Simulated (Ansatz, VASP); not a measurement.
## HPbNO4: VASP beside Ansatz

INCAR

```
PREC = Accurate
ENCUT = 520
EDIFF = 1E-7
ISMEAR = -1
SIGMA = 0.05
LREAL = False
LASPH = True
NELM = 60
ALGO = Normal
ISIF = 2
LWAVE = False
LCHARG = False
GGA = RP
NBANDS = 31
```

KPOINTS

```
Automatic mesh
0
Gamma
  6 4 4
```

Contents of POSCAR:

```
HPbNO4
1.0
    4.2753100000     -0.0004000000      0.0063600000
   -2.0839900000      5.2077500000     -0.0490700000
   -2.1237700000     -1.8657400000      4.9149100000
H Pb N O
1 1 1 4
Direct
    0.9907300000      0.0333000000      0.9099400000
    0.5027400000      0.8198900000      0.1428700000
    0.0083800000      0.4740800000      0.5026500000
    0.9981600000      0.9274100000      0.0287700000
    0.1946700000      0.7343500000      0.6085200000
    0.8167300000      0.3588200000      0.2455600000
    0.0138100000      0.3312100000      0.6521700000
```

Contents of input.yaml:

```yaml
crystal:
  lattice:
    - [4.27531, -0.0004, 0.00636]
    - [-2.08399, 5.20775, -0.04907]
    - [-2.12377, -1.86574, 4.91491]
  atoms:
    - { symbol: H, position: [0.99073, 0.0333, 0.90994] }
    - { symbol: Pb, position: [0.50274, 0.81989, 0.14287] }
    - { symbol: "N", position: [0.00838, 0.47408, 0.50265] }
    - { symbol: O, position: [0.99816, 0.92741, 0.02877] }
    - { symbol: O, position: [0.19467, 0.73435, 0.60852] }
    - { symbol: O, position: [0.81673, 0.35882, 0.24556] }
    - { symbol: O, position: [0.01381, 0.33121, 0.65217] }
kpoints:
  mp_grid: { grid: [6, 4, 4] }
  band_path:
    path: [[0.0, 0.5, 0.0], [0.0, 0.0, 0.0], [0.0, 0.0, -0.5]]
    npoints: 12
scf:
  occupations: { method: fermi_dirac, width: 0.05 }
hamiltonian:
  xc: rpbe
  pseudopotentials: { kind: all_electron, lapw: { basis_error: 0.002 } }
output:
  forces: true
  stress: true
  eigenvalues: true
```

Alike in both runs: functional RPBE; k mesh 6 × 4 × 4; occupations fermi-dirac, width 0.05 eV; no spin polarisation.

|  | VASP | Ansatz |
| --- | --- | --- |
| version | VASP 6.6.1 | Ansatz 0.2.0 |
| potentials or method | VASP PAW PBE potentials, release 64 (H, Pb_d, N, O), cutoff 520 eV | all-electron LAPW, scalar-relativistic |
| task | single point | band structure |

|  | VASP | Ansatz | Ansatz less VASP |
| --- | --- | --- | --- |
| gap on the k mesh at the Fermi level (eV) | 2.88 | 2.92 | +0.033 |
| least direct gap on the mesh (eV) | 3.17 | 3.21 | +0.035 |
| pressure (GPa) | 3.0 | 2.3 | -0.71 |
| traceless stress, the component that is largest in VASP (GPa) | -1.20 | -0.32 | +0.886 |
| rms of the force components (eV/Å) | 0.258 | 0.105 | -0.1530 |

VASP's potentials were made for PBE, not for RPBE. Atom by atom the forces differ by 0.175 eV/Å (rms over components). One of these differences is far larger than is usual between the two programs; its cause wasn't traced. Ansatz ran all-electron here, and VASP with PAW potentials.

Spin-orbit coupling is off throughout.
